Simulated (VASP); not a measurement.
# TlBr (Pm-3m) in VASP: G0W0 quasiparticle levels with PBE

Aim: the G0W0 quasiparticle levels of TlBr with PBE.

Everything below comes from runs of VASP 6.6.1. Logs are shortened: lines on timing, memory, paths and dates and some standing lists are left out, and cuts for length are marked.

## Step 1: The cell of the first run

The structure is cubic, space group Pm-3m (No. 221). Conventional cell: a = 3.995 Å, b = 3.995 Å, c = 3.995 Å, α = 90.00°, β = 90.00°, γ = 90.00°. Tl (site symmetry m-3m) has 8 Br at 3.46 Å and 6 Tl at 3.99 Å within 4.5 Å. Within 4.5 Å of Br (site symmetry m-3m) lie 8 Tl at 3.46 Å and 6 Br at 3.99 Å.

## Step 2: G0W0 quasiparticle levels, PBE

File POSCAR:

```
TlBr
1.0
    3.9949064133      0.0000000000      0.0000000000
    0.0000000000      3.9949064133      0.0000000000
    0.0000000000      0.0000000000      3.9949064133
Tl Br
1 1
Direct
    0.0000000000      0.0000000000      0.0000000000
    0.5000000000      0.5000000000      0.5000000000
```

File INCAR.step1:

```
ALGO = Normal ; EDIFF = 1E-8
ENCUT = 500 ; GGA = PE
ISMEAR = 0 ; LASPH = True
LCHARG = False ; LREAL = False
LWAVE = True ; NELM = 60
PREC = Accurate ; SIGMA = 0.01
```

File INCAR.step2:

```
ALGO = Exact ; EDIFF = 1E-8
ENCUT = 500 ; GGA = PE
ISMEAR = 0 ; ISTART = 1
LASPH = True ; LCHARG = False
LOPTICS = True ; LREAL = False
LWAVE = True ; NBANDS = 250
NELM = 1 ; PREC = Accurate
SIGMA = 0.01
```

File INCAR.step3:

```
ALGO = EVGW0 ; EDIFF = 1E-8
ENCUT = 500 ; ENCUTGW = 140.0
GGA = PE ; ISMEAR = 0
ISTART = 1 ; LASPH = True
LCHARG = False ; LREAL = False
LWAVE = False ; NBANDS = 250
NBANDSGW = 19 ; NELMGW = 1
NOMEGA = 96 ; OMEGAMAX = 30
PREC = Accurate ; PRECFOCK = Fast
SIGMA = 0.01
```

File KPOINTS:

```
k-points
0
Gamma
  4 4 4
```

Potentials or basis: VASP PAW PBE potentials, release 64 (Tl_d_GW, Br_GW).

Command:

```console
> cat potpaw_PBE.64/Tl_d_GW/POTCAR potpaw_PBE.64/Br_GW/POTCAR > POTCAR
> cp INCAR.step1 INCAR
> mpirun -np 1 vasp_std > vasp.out
> cp INCAR.step2 INCAR
> mpirun -np 1 vasp_std > vasp.out
> cp INCAR.step3 INCAR
> mpirun -np 1 vasp_std > vasp.out
```

OUTCAR:

```text
EDIFF = 1E-8
   ENCUT = 500
   ENCUTGW = 140.0
   GGA = PE
   ISMEAR = 0
   ISTART = 1
   LASPH = True
   LREAL = False
   NELMGW = 1
   PREC = Accurate
   PRECFOCK = Fast

 ion  position               nearest neighbor table
   1  0.000  0.000  0.000-
   2  0.500  0.500  0.500-

  LATTYP: Found a simple cubic cell.
 ALAT       =     3.9949064133

  Lattice vectors:

 A1 = (   3.9949064133,   0.0000000000,   0.0000000000)
 A2 = (   0.0000000000,   3.9949064133,   0.0000000000)
 A3 = (   0.0000000000,   0.0000000000,   3.9949064133)

Analysis of symmetry for initial positions (statically):
=====================================================================
 Subroutine PRICEL returns:
 Original cell was already a primitive cell.

 Routine SETGRP: Setting up the symmetry group for a
 simple cubic supercell.

 Subroutine GETGRP returns: Found 48 space group operations
 (whereof 48 operations were pure point group operations)
 out of a pool of 48 trial point group operations.

The static configuration has the point symmetry O_h .

Analysis of symmetry for dynamics (positions and initial velocities):
=====================================================================
 Subroutine PRICEL returns:
 Original cell was already a primitive cell.

 Routine SETGRP: Setting up the symmetry group for a
 simple cubic supercell.

 Subroutine GETGRP returns: Found 48 space group operations
 (whereof 48 operations were pure point group operations)
 out of a pool of 48 trial point group operations.

The dynamic configuration has the point symmetry O_h .

 Subroutine INISYM returns: Found 48 space group operations
 (whereof 48 operations are pure point group operations),
 and found     1 'primitive' translations

----------------------------------------------------------------------------------------

                                     Primitive cell

  volume of cell :      63.7558

  direct lattice vectors                    reciprocal lattice vectors
[... 37 lines left out ...]
 Subroutine IBZKPT returns following result:
 ===========================================

 Found     10 irreducible k-points:

 Following reciprocal coordinates:
            Coordinates               Weight
  0.000000  0.000000  0.000000      1.000000
  0.250000  0.000000  0.000000      6.000000
  0.500000  0.000000  0.000000      3.000000
  0.250000  0.250000  0.000000     12.000000
  0.500000  0.250000  0.000000     12.000000
  0.500000  0.500000  0.000000      3.000000
  0.250000  0.250000  0.250000      8.000000
  0.500000  0.250000  0.250000     12.000000
  0.500000  0.500000  0.250000      6.000000
  0.500000  0.500000  0.500000      1.000000
   k-points           NKPTS =     10   k-points in BZ     NKDIM =     64   number of bands    NBANDS=    250
   number of dos      NEDOS =    301   number of ions     NIONS =      2
   total plane-waves  NPLWV =  27000
   dimension x,y,z NGX =    30 NGY =   30 NGZ =   30
   dimension x,y,z NGXF=    60 NGYF=   60 NGZF=   60
   ions per type =               1   1
   NGX,Y,Z   is equivalent  to a cutoff of  12.48, 12.48, 12.48 a.u.
   NGXF,Y,Z  is equivalent  to a cutoff of  24.97, 24.97, 24.97 a.u.
 SYSTEM =  unknown system
   PREC   = accura    normal or accurate (medium, high low for compatibility)
   ISTART =      1    job   : 0-new  1-cont  2-samecut
   ICHARG =      0    charge: 1-file 2-atom 10-const
   ISPIN  =      1    spin polarized calculation?
   LNONCOLLINEAR =      F non collinear calculations
   LSORBIT =      F    spin-orbit coupling
   LASPH  =      T    aspherical Exc in radial PAW
   ENCUT  =  500.0 eV  36.75 Ry    6.06 a.u.   7.28  7.28  7.28*2*pi/ulx,y,z
   NELM   =     60;   NELMIN=  2; NELMDL=  0     # of ELM steps
   EDIFF  = 0.1E-07   stopping-criterion for ELM
   LREAL  =      F    real-space projection
   EDIFFG = 0.1E-06   stopping-criterion for IOM
   NSW    =      0    number of steps for IOM
   IBRION =     -1    ionic relax: 0-MD 1-quasi-New 2-CG
   NFREE  =      0    steps in history (QN), initial steepest desc. (CG)
   ISIF   =      0    stress and relaxation
   ISYM   =      3    0-nonsym 1-usesym 2-fastsym
   POTIM  = 0.5000    time-step for ionic-motion
   TEBEG  =    0.0;   TEEND  =   0.0 temperature during run
   PSTRESS=    0.0 pullay stress
   NELECT =      22.0000    total number of electrons
   NUPDOWN=      -1.0000    fix difference up-down
   EMIN   =  10.00;   EMAX   =-10.00  energy-range for DOS
   EFERMI =   0.00;   METHOD = LEGACY
   ISMEAR =     0;   SIGMA  =   0.01  broadening in eV -4-tet -1-fermi 0-gaus
   EFERMI_NEDOS =   21; number of points for ismear=-14 and -15
   IALGO  =     38    algorithm
   IMIX   =      4    mixing-type and parameters
     AMIX     =   0.40;   BMIX     =  1.00
     AMIX_MAG =   1.60;   BMIX_MAG =  1.00
  volume/ion in A,a.u.               =      31.88       215.12
  Fermi-wavevector in a.u.,A,eV,Ry     =   1.148266  2.169908 17.939478  1.318514
  Thomas-Fermi vector in A             =   2.284942
   LORBIT       =      0    0 simple, 1 ext, 2 COOP (PROOUT), +10 PAW based schemes
   GGA     = PE    functional components
   LHFCALC =     T    Hartree Fock is set to
   PRECFOCK=fast      Normal, Fast or Accurate (Low or Medium for compatibility)
   ENCUT4O =  -1.0   cutoff for four orbital integrals eV
   NKREDX  =     1    reduce k-point grid by
   NKREDY  =     1    reduce k-point grid by
   NKREDZ  =     1    reduce k-point grid by
   AEXX    =    1.0000 exact exchange contribution
   HFSCREEN=    0.0000 screening length (either q_TF or 0.3 A-1)
   HFSCREENC=   0.0000 screening length for correlation (either q_TF or 0.3 A-1)
   ENCUTFOCK=  -1.0 apply spherical cutoff to Coloumb kernel
   IVDW    =     0    specifies the selected vdW correction
   LEPSILON=     F    determine dielectric tensor
   LRPA    =     F    only Hartree local field effects (RPA)
   LRPAFORCE           =     F    calculate RPA forces
   ENCUTGW             = 140.0    cutoff for response function in eV
   ENCUTGWSOFT         = 112.0    soft cutoff for Coulomb kernel in GW response function in eV
   ENCUTLF             =  -1.0    cutoff for local field effects
   NELMGW              =     1    number of iterations in solving QP/BSE equation
   NELMHF              =     1    number of iterations in the inner HF iteration
   NKREDLFX            =     1    NKREDLFY  =   1   NKREDLFZ  =   1
 non-spin polarized calculation
 Gauss-broadening in eV      SIGMA  =   0.01
  energy-cutoff  :      500.00
  volume of cell :       63.76
 maximum number of plane-waves:      1647
 NGX is ok and might be reduce to    30
  NGX = 16; NGY = 16; NGZ = 16
   NGX = 15   NGY = 15   NGZ = 15
 maximum number of plane-waves:       280

 QP shifts <psi_nk| G(iteration)W_0 |psi_nk>: iteration 1
 for sc-GW calculations column KS-energies equals QP-energies in previous step
 and V_xc(KS)=  KS-energies - (<T + V_ion + V_H > + <T+V_H+V_ion>^1  + <V_x>^1)

 k-point   1 :       0.0000    0.0000    0.0000
  band No.  KS-energies  QP-energies   sigma(KS)   V_xc(KS)     V^pw_x(r,r')   Z            occupation Imag(sigma)

      1    -124.6056    -135.7239     -27.3057     -11.8249     -34.7075       0.7182       2.0000       0.6814
      2     -12.8877     -13.4642     -14.5134     -13.6583     -21.8970       0.6742       2.0000       1.3256
      3      -9.3200     -11.8627     -19.6814     -16.1980     -23.6837       0.7299       2.0000       0.1553
      4      -9.3200     -11.8627     -19.6814     -16.1980     -23.6837       0.7299       2.0000       0.1553
      5      -9.1489     -11.7532     -19.9193     -16.4235     -23.9403       0.7450       2.0000       0.1597
      6      -9.1489     -11.7532     -19.9193     -16.4235     -23.9403       0.7450       2.0000       0.1597
[... 205 lines left out ...]
      5      -9.2774     -11.8321     -19.6773     -16.2013     -23.7350       0.7349       2.0000       0.1984
      6      -9.0971     -11.7067     -19.9871     -16.4928     -23.9642       0.7468       2.0000       0.1511
[... 11 lines left out ...]
     18      16.8856      17.5069      -8.3978      -9.1904      -3.1157       0.7838       0.0000      -0.5562
     19      17.4978      18.0501      -9.9456     -10.6164      -4.3745       0.8233       0.0000      -0.8565
```

OUTCAR.step1:

```text
EDIFF = 1E-8
   ENCUT = 500
   GGA = PE
   ISMEAR = 0
   LASPH = True
[... 384 lines left out ...]
 -----------------------------------------------------------------------------------
      0.00000      0.00000      0.00000         0.000000      0.000000      0.000000
      1.99745      1.99745      1.99745         0.000000      0.000000      0.000000
 -----------------------------------------------------------------------------------
    total drift:                                0.000000     -0.000000     -0.000000

  FREE ENERGIE OF THE ION-ELECTRON SYSTEM (eV)
  ---------------------------------------------------
  free  energy   TOTEN  =        -5.5263566782 eV

  energy  without entropy=       -5.5263566782  energy(sigma->0) =       -5.52635668
```

It took 17 min on 1 thread of Intel Xeon 8259CL, shared host; peak memory 0.92 GiB.

What came out:

```yaml
Quasiparticle_gap: 2.95 eV
Least_direct_quasiparticle_gap: 2.95 eV
Band_gap_of_the_starting_levels_on_the_mesh: 1.88 eV
Least_direct_gap_of_the_starting_levels_on_the_mesh: 1.88 eV
```

Caveat: the k points lie up to 0.39 Å⁻¹ apart; bands, screening cutoff and mesh are small and nothing is extrapolated, so the quasiparticle values aren't converged; spin-orbit coupling is left out, which moves the levels of the heavy elements.
